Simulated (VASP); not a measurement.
A run of VASP 6.6.1:

File POSCAR:

```
NdTe
1.0
    0.0000000000      3.1409989100      3.1409989100
    3.1409989100      0.0000000000      3.1409989100
    6.2819978200      6.2819978200      0.0000000000
Nd Te
2 2
Direct
    0.5000000000      0.5000000000      0.2500000000
    0.5000000000      0.5000000000      0.7500000000
    0.0000000000      0.0000000000      0.0000000000
    0.0000000000      0.0000000000      0.5000000000
```

INCAR.step1

```
SYSTEM = NdTe
PREC = Accurate
ENCUT = 520
ISMEAR = 0
SIGMA = 0.05
LREAL = .FALSE.
LASPH = .TRUE.
NELM = 150
ISPIN = 2
MAGMOM = 3 -3 0 0
LMAXMIX = 6
LDAU = .TRUE.
LDAUTYPE = 2
LDAUL = 3 -1
LDAUU = 1 0
LDAUJ = 0 0
NBANDS = 32
GGA = PE
ALGO = Normal
EDIFF = 1E-4
LWAVE = .TRUE.
LCHARG = .FALSE.
```

INCAR.step2

```
SYSTEM = NdTe
PREC = Accurate
ENCUT = 520
EDIFF = 1E-6
ISMEAR = 0
SIGMA = 0.05
LREAL = .FALSE.
LASPH = .TRUE.
NELM = 150
ALGO = Normal
ISIF = 2
LWAVE = .FALSE.
LCHARG = .FALSE.
ISPIN = 2
MAGMOM = 3 -3 0 0
LORBIT = 11
LMAXMIX = 6
LDAU = .TRUE.
LDAUTYPE = 2
LDAUL = 3 -1
LDAUU = 1 0
LDAUJ = 0 0
LDAUPRINT = 1
METAGGA = R2SCAN
LMIXTAU = .TRUE.
NBANDS = 32
ISTART = 1
```

The input KPOINTS:

```
Automatic mesh
0
G
  5 5 5
  0 0 0
```

Potentials or basis: VASP PAW PBE potentials, release 64 (Nd, Te).

Run with:

```console
$ cat potpaw_PBE.64/Nd/POTCAR potpaw_PBE.64/Te/POTCAR > POTCAR
$ cp INCAR.step1 INCAR
$ mpirun -np 1 vasp_std > vasp.out
$ cp INCAR.step2 INCAR
$ mpirun -np 1 vasp_std > vasp.out
```

Hardware: 1 thread of Intel(R) Xeon(R) Platinum 8124M CPU @ 3.00GHz (Skylake/Cascade Lake), on a shared host.

Problem. How long does it take, and how much memory?

Solution. Wall time 67 min on 1 thread of Intel(R) Xeon(R) Platinum 8124M CPU @ 3.00GHz (Skylake/Cascade Lake) (shared host), peak memory 0.51 GiB. Counts: k points 19.
